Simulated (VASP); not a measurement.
# La (C2/c) in VASP: notebook

Runs on La. Level: PBEsol. Tasks: single point.

Everything below comes from runs of VASP 6.6.1. Logs are shortened: lines on timing, memory, paths and dates and some standing lists are left out, and cuts for length are marked.

## Step 1: The cell of the first run

It takes space group C2/c (No. 15, monoclinic). The conventional cell has a = 3.576 Å, b = 11.741 Å, c = 3.643 Å, α = 90.00°, β = 118.75°, γ = 90.00°. La (site symmetry 2) has 14 La at 3.42 to 4.31 Å within 4.5 Å.

## Step 2: Single point, PBEsol

Contents of INCAR:

```
ALGO = Normal
EDIFF = 1E-7
ENCUT = 520
GGA = PS
ISIF = 2
ISMEAR = -1
ISYM = 0
LASPH = True
LCHARG = False
LREAL = False
LWAVE = False
NBANDS = 18
NELM = 100
PREC = Accurate
SIGMA = 0.1
```

Contents of KPOINTS:

```
k-points
0
Gamma
  10 10 7
```

Contents of POSCAR:

```
La
1.0
   -4.1452706031      4.1569350328      1.7880323074
    4.1569350328     -4.1452706031      1.7880323074
    2.2525821235      2.2525821235     -1.7666688829
La
2
Direct
    0.9980549244      0.0019450756      1.0000000000
    0.7519450756      0.2480549244      0.5000000000
```

Potentials or basis: VASP PAW PBE potentials, release 64 (La).

Started as:

```bash
> cat potpaw_PBE.64/La/POTCAR > POTCAR
> mpirun -np 1 vasp_std > vasp.out
```

OUTCAR:

```text
EDIFF = 1E-7
   ENCUT = 520
   GGA = PS
   ISIF = 2
   ISMEAR = -1
   ISYM = 0
   LASPH = True
   LREAL = False
   NELM = 100
   PREC = Accurate

 ion  position               nearest neighbor table
   1  0.998  0.002  0.000-   2 3.42   2 3.42   2 3.50   2 3.50
   2  0.752  0.248  0.500-   1 3.42   1 3.42   1 3.50   1 3.50

IMPORTANT INFORMATION: All symmetrisations will be switched off!
NOSYMM: (Re-)initialisation of all symmetry stuff for point group C_1.

----------------------------------------------------------------------------------------

                                     Primitive cell

  volume of cell :      67.0485

  direct lattice vectors                    reciprocal lattice vectors
    -4.145270603  4.156935033  1.788032307     0.049152941  0.169602861  0.278923466
     4.156935033 -4.145270603  1.788032307     0.169602861  0.049152941  0.278923466
     2.252582123  2.252582123 -1.766668883     0.221401104  0.221401104 -0.001444335

  length of vectors
     6.136809983  6.136809983  3.642714838     0.330120345  0.330120345  0.313111775

  position of ions in fractional coordinates (direct lattice)
     0.998054924  0.001945076  0.000000000
     0.751945076  0.248054924  0.500000000

  ion indices of the primitive-cell ions
   primitive index   ion index
                 1           1
                 2           2

----------------------------------------------------------------------------------------

 KPOINTS: k-points

Automatic generation of k-mesh.
 Grid dimensions read from file:
 generate k-points for:   10   10    7

 Generating k-lattice:

  Cartesian coordinates                     Fractional coordinates (reciprocal lattice)
     0.004915294  0.016960286  0.027892347     0.100000000  0.000000000  0.000000000
     0.016960286  0.004915294  0.027892347     0.000000000  0.100000000  0.000000000
     0.031628729  0.031628729 -0.000206334     0.000000000  0.000000000  0.142857143

  Length of vectors
     0.033012034  0.033012034  0.044730254

  Shift w.r.t. Gamma in fractional coordinates (k-lattice)
     0.000000000  0.000000000  0.000000000

 Subroutine IBZKPT returns following result:
 ===========================================

 Found    352 irreducible k-points:

 Following reciprocal coordinates:
            Coordinates               Weight
  0.000000  0.000000  0.000000      1.000000
  0.100000  0.000000 -0.000000      2.000000
 -0.000000 -0.100000  0.000000      2.000000
  0.200000  0.000000 -0.000000      2.000000
 -0.000000 -0.200000  0.000000      2.000000
  0.300000  0.000000  0.000000      2.000000
[... 16 lines left out ...]
 -0.300000  0.100000  0.000000      2.000000
 -0.100000  0.300000  0.000000      2.000000
 [... further k-points ...]
   k-points           NKPTS =    352   k-points in BZ     NKDIM =    352   number of bands    NBANDS=     18
   number of dos      NEDOS =    301   number of ions     NIONS =      2
   total plane-waves  NPLWV =  64512
   dimension x,y,z NGX =    48 NGY =   48 NGZ =   28
   dimension x,y,z NGXF=    96 NGYF=   96 NGZF=   56
   ions per type =               2
   NGX,Y,Z   is equivalent  to a cutoff of  13.00, 13.00, 12.78 a.u.
   NGXF,Y,Z  is equivalent  to a cutoff of  26.01, 26.01, 25.56 a.u.
 SYSTEM =  unknown system
   PREC   = accura    normal or accurate (medium, high low for compatibility)
   ISTART =      0    job   : 0-new  1-cont  2-samecut
   ICHARG =      2    charge: 1-file 2-atom 10-const
   ISPIN  =      1    spin polarized calculation?
   LNONCOLLINEAR =      F non collinear calculations
   LSORBIT =      F    spin-orbit coupling
   LASPH  =      T    aspherical Exc in radial PAW
   ENCUT  =  520.0 eV  38.22 Ry    6.18 a.u.  11.41 11.41  6.77*2*pi/ulx,y,z
   NELM   =    100;   NELMIN=  2; NELMDL= -5     # of ELM steps
   EDIFF  = 0.1E-06   stopping-criterion for ELM
   LREAL  =      F    real-space projection
   EDIFFG = 0.1E-05   stopping-criterion for IOM
   NSW    =      0    number of steps for IOM
   IBRION =     -1    ionic relax: 0-MD 1-quasi-New 2-CG
   NFREE  =      0    steps in history (QN), initial steepest desc. (CG)
   ISIF   =      2    stress and relaxation
   ISYM   =      0    0-nonsym 1-usesym 2-fastsym
   POTIM  = 0.5000    time-step for ionic-motion
   TEBEG  =    0.0;   TEEND  =   0.0 temperature during run
   PSTRESS=    0.0 pullay stress
   NELECT =      22.0000    total number of electrons
   NUPDOWN=      -1.0000    fix difference up-down
   EMIN   =  10.00;   EMAX   =-10.00  energy-range for DOS
   EFERMI =   0.00;   METHOD = LEGACY
   ISMEAR =    -1;   SIGMA  =   0.10  broadening in eV -4-tet -1-fermi 0-gaus
   EFERMI_NEDOS =   21; number of points for ismear=-14 and -15
   IALGO  =     38    algorithm
   IMIX   =      4    mixing-type and parameters
     AMIX     =   0.40;   BMIX     =  1.00
     AMIX_MAG =   1.60;   BMIX_MAG =  1.00
  volume/ion in A,a.u.               =      33.52       226.23
  Fermi-wavevector in a.u.,A,eV,Ry     =   1.129153  2.133789 17.347237  1.274986
  Thomas-Fermi vector in A             =   2.265845
   LORBIT       =      0    0 simple, 1 ext, 2 COOP (PROOUT), +10 PAW based schemes
   GGA     = PS    functional components
   LHFCALC =     F    Hartree Fock is set to
   AEXX    =    0.0000 exact exchange contribution
   IVDW    =     0    specifies the selected vdW correction
   LEPSILON=     F    determine dielectric tensor
   LRPA    =     F    only Hartree local field effects (RPA)
 non-spin polarized calculation
  energy-cutoff  :      520.00
  volume of cell :       67.05
 maximum number of plane-waves:      1822
 NGX is ok and might be reduce to    48
   NGX = 23   NGY = 23   NGZ = 13

 number of electron      21.9999998 magnetization

 Free energy of the ion-electron system (eV)
  ---------------------------------------------------
  ext. energy  EPLUGINS =         0.00000000
  ---------------------------------------------------
  free energy    TOTEN  =       -10.64963070 eV

  energy without entropy =      -10.54149036  energy(sigma->0) =      -10.59556053

 E-fermi :   8.6869     XC(G=0): -10.1068

 val. band max:        8.6844484122   @ k =  -0.4000   0.5000   0.2857
 cond. band min:       8.6889705503   @ k =  -0.2000   0.3000   0.2857
 fundamental gap:      0.0045221381
 Fermi energy:         8.6868882915

 k-point     1 :       0.0000    0.0000    0.0000
  band No.  band energies     occupation
      1     -24.0415      2.00000
      2     -23.6988      2.00000
      3      -8.7178      2.00000
      4      -7.0798      2.00000
      5      -6.7867      2.00000
      6      -6.7827      2.00000
[... 10 lines left out ...]
     17      10.5790      0.00000
     18      10.7212      0.00000

 k-point     2 :       0.1000    0.0000   -0.0000
  band No.  band energies     occupation
      1     -24.0174      2.00000
      2     -23.6877      2.00000
      3      -8.6622      2.00000
      4      -7.1385      2.00000
      5      -6.9516      2.00000
      6      -6.9088      2.00000
[... 10 lines left out ...]
     17      10.6386      0.00000
     18      10.7805      0.00000

 k-point     3 :      -0.0000   -0.1000    0.0000
  band No.  band energies     occupation
      1     -24.0174      2.00000
      2     -23.6877      2.00000
      3      -8.6622      2.00000
      4      -7.1385      2.00000
      5      -6.9516      2.00000
      6      -6.9088      2.00000
[... 10 lines left out ...]
     17      10.6355      0.00000
     18      10.7586      0.00000

 k-point     4 :       0.2000    0.0000   -0.0000
  band No.  band energies     occupation
      1     -23.9525      2.00000
      2     -23.6593      2.00000
      3      -8.5145      2.00000
      4      -7.4362      2.00000
      5      -7.2975      2.00000
      6      -7.1169      2.00000
[... 10 lines left out ...]
     17      10.6042      0.00000
     18      10.7031      0.00000

 k-point     5 :      -0.0000   -0.2000    0.0000
  band No.  band energies     occupation
      1     -23.9525      2.00000
      2     -23.6593      2.00000
      3      -8.5145      2.00000
      4      -7.4362      2.00000
      5      -7.2975      2.00000
      6      -7.1169      2.00000
[... 10 lines left out ...]
     17      10.6041      0.00000
     18      10.7021      0.00000

 k-point     6 :       0.3000    0.0000    0.0000
  band No.  band energies     occupation
      1     -23.8680      2.00000
      2     -23.6264      2.00000
      3      -8.3448      2.00000
      4      -7.9127      2.00000
      5      -7.6261      2.00000
      6      -7.2416      2.00000
[... 10 lines left out ...]
     17      10.5827      0.00000
     18      10.7358      0.00000

 k-point     7 :       0.0000   -0.3000   -0.0000
  band No.  band energies     occupation
      1     -23.8680      2.00000
      2     -23.6264      2.00000
      3      -8.3448      2.00000
      4      -7.9127      2.00000
      5      -7.6261      2.00000
      6      -7.2416      2.00000
[... 10 lines left out ...]
     17      10.5826      0.00000
     18      10.7345      0.00000

 k-point     8 :       0.4000    0.0000   -0.0000
  band No.  band energies     occupation
      1     -23.7942      2.00000
      2     -23.6033      2.00000
      3      -8.3258      2.00000
      4      -8.2491      2.00000
      5      -7.7628      2.00000
      6      -7.3086      2.00000
[... 10 lines left out ...]
     17      10.6454      0.00000
     18      10.8372      0.00000
[... 229 lines left out ...]
     17      10.6649      0.00000
     18      10.8229      0.00000

 k-point    20 :      -0.1000    0.5000    0.0000
  band No.  band energies     occupation
      1     -23.7803      2.00000
      2     -23.6180      2.00000
      3      -8.3460      2.00000
      4      -8.2172      2.00000
      5      -7.7034      2.00000
      6      -7.2934      2.00000
[... 10 lines left out ...]
     17      10.6646      0.00000
     18      10.8171      0.00000

 k-point    21 :      -0.4000    0.1000   -0.0000
  band No.  band energies     occupation
      1     -23.8473      2.00000
      2     -23.6485      2.00000
      3      -8.2550      2.00000
      4      -7.9659      2.00000
      5      -7.5565      2.00000
      6      -7.2241      2.00000
[... 10 lines left out ...]
     17      10.6644      0.00000
     18      10.7082      0.00000

 k-point    22 :      -0.1000    0.4000    0.0000
  band No.  band energies     occupation
      1     -23.8473      2.00000
      2     -23.6485      2.00000
      3      -8.2550      2.00000
      4      -7.9659      2.00000
      5      -7.5565      2.00000
      6      -7.2241      2.00000
[... 10 lines left out ...]
     17      10.6547      0.00000
     18      10.7053      0.00000

 k-point    23 :      -0.3000    0.1000    0.0000
  band No.  band energies     occupation
      1     -23.9326      2.00000
      2     -23.6811      2.00000
      3      -8.4089      2.00000
      4      -7.4970      2.00000
      5      -7.2365      2.00000
      6      -7.1205      2.00000
[... 10 lines left out ...]
     17      10.6177      0.00000
     18      10.7885      0.00000

 k-point    24 :      -0.1000    0.3000    0.0000
  band No.  band energies     occupation
      1     -23.9326      2.00000
      2     -23.6811      2.00000
      3      -8.4089      2.00000
      4      -7.4970      2.00000
      5      -7.2365      2.00000
      6      -7.1205      2.00000
[... 10 lines left out ...]
     17      10.6174      0.00000
     18      10.7817      0.00000

 [... further k-points ...]

------------------------ aborting loop because EDIFF is reached ----------------------------------------

  FORCE on cell =-STRESS in cart. coord.  units (eV):
  Direction    XX          YY          ZZ          XY          YZ          ZX
  --------------------------------------------------------------------------------------
  -------------------------------------------------------------------------------------
  Total        0.0207573      0.0207588      0.0098184     -0.0069062     -0.0015881     -0.0015907
  in kB        0.4960131      0.4960481      0.2346191     -0.1650297     -0.0379496     -0.0380102
  external PRESSURE =       0.4088934 kB  Pullay stress =       0.0000000 kB

 VOLUME and BASIS-vectors are now :
 -----------------------------------------------------------------------------
  energy-cutoff  :      520.00
  volume of cell :       67.05
      direct lattice vectors                 reciprocal lattice vectors
    -4.145270603  4.156935033  1.788032307     0.049152941  0.169602861  0.278923466
     4.156935033 -4.145270603  1.788032307     0.169602861  0.049152941  0.278923466
     2.252582123  2.252582123 -1.766668883     0.221401104  0.221401104 -0.001444335

 POSITION                                       TOTAL-FORCE (eV/Angst)
 -----------------------------------------------------------------------------------
     -4.12912      4.14079      1.78803        -0.009892      0.009892     -0.000000
     -0.95958      3.22382      0.90470         0.009892     -0.009892      0.000000
 -----------------------------------------------------------------------------------
    total drift:                                0.000003     -0.000005      0.000003

  FREE ENERGIE OF THE ION-ELECTRON SYSTEM (eV)
  ---------------------------------------------------
  free  energy   TOTEN  =       -10.6496306985 eV

  energy  without entropy=      -10.5414903557  energy(sigma->0) =      -10.59556053
```

Run time: 7.8 min. Hardware: 1 thread of AMD EPYC 9R45 (Zen 5), shared host; peak memory 0.54 GiB.

What came out:

```
Free energy            : -10.6496 eV
Pressure               : 0.0 GPa
Largest force          : 0.014 eV/Å
Band gap on the k mesh : zero (bands 11 and 12 overlap by 1.28 eV)
```

Forces on the atoms (eV/Å):
```
La  -0.010  0.010  0.000
La   0.010 -0.010  0.000
```

Caveat: the PAW data sets were made with another functional, which shifts forces and pressure a little; spin-orbit coupling is left out, which moves the levels of the heavy elements.

## Step 3: Single point, PBEsol (29.50 Å³/atom)

This run uses another cell than the first one, of 29.50 Å³/atom.

Contents of INCAR:

```
ALGO = Normal
EDIFF = 1E-6
ENCUT = 520
GGA = PS
ISIF = 2
ISMEAR = -1
LASPH = True
LCHARG = False
LREAL = False
LWAVE = False
NBANDS = 18
NELM = 80
PREC = Accurate
SIGMA = 0.1
```

Contents of KPOINTS:

```
k-points
0
Gamma
  12 12 11
```

Contents of POSCAR:

```
La
1.0
   -3.9723463761      3.9835242122      1.7134427006
    3.9835242122     -3.9723463761      1.7134427006
    2.1586133433      2.1586133433     -1.6929704733
La
2
Direct
    0.9980549244      0.0019450756      1.0000000000
    0.7519450756      0.2480549244      0.5000000000
```

Potentials or basis: VASP PAW PBE potentials, release 64 (La).

Started as:

```bash
> cat potpaw_PBE.64/La/POTCAR > POTCAR
> mpirun -np 1 vasp_std > vasp.out
```

It took 8.9 min on 1 thread of AMD EPYC 9R45 (Zen 5), shared host; peak memory 0.58 GiB.

Results (log left out):

```yaml
Free_energy: -10.5377 eV
Pressure: 4.3 GPa
Largest_force: 0.038 eV/Å
Band_gap_on_the_k_mesh: zero (bands 11 and 12 overlap by 1.50 eV)
```

Forces in eV/Å, atoms in the order of the input:
```
La  -0.027  0.027  0.000
La   0.027 -0.027  0.000
```

Stress tensor (GPa, compression positive):
```
 4.21  0.32 -0.11
 0.32  4.21 -0.11
-0.11 -0.11  4.54
```

Levels at points of the mesh, in eV from the Fermi level:
```csv
k point,band 9,band 10,band 11,band 12,band 13,band 14
"(0.00, 0.00, 0.00)",-2.82,-1.92,0.82,1.23,1.37,1.48
"(0.50, 0.00, 0.00)",-2.00,-1.77,-1.60,0.60,1.54,1.65
"(0.50, 0.50, 0.00)",-1.66,-1.65,0.68,0.97,1.35,1.44
```

Caveat: the cell stands under pressure; the PAW data sets were made with another functional, which shifts forces and pressure a little; spin-orbit coupling is left out, which moves the levels of the heavy elements.
